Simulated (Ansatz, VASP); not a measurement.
# Two plane-wave programs on SrO

```xyz
2
Lattice="0.0000 2.5974 2.5974 2.5974 0.0000 2.5974 2.5974 2.5974 0.0000" Properties=species:S:1:pos:R:3 pbc="T T T"
Sr    2.5974    2.5974    2.5974
O     0.0000    0.0000    0.0000
```

Alike in both runs: task relaxation of cell and atoms; functional PBEsol; k mesh 8 × 8 × 8; occupations gaussian, width 0.02 eV; no spin polarisation.

|  | VASP | Ansatz |
| --- | --- | --- |
| version | VASP 6.6.1 | Ansatz 0.2.0 |
| potentials or method | VASP PAW PBE potentials, release 64 (Sr_sv, O), cutoff 600 eV | scalar-relativistic, plane waves, PAW |
| valence electrons in the cell | 16 | 16 |

|  | VASP | Ansatz | Ansatz less VASP |
| --- | --- | --- | --- |
| gap on the k mesh at the Fermi level, each at its own relaxed structure (eV) | 3.15 | 3.20 | +0.043 |
| relaxed volume (Å³/atom) | 16.90 | 16.80 | -0.094 |
| relaxed cell length with the largest relative difference (Å) | 3.629 | 3.622 | -0.0068 |

VASP's potentials were made for PBE, not for PBEsol.
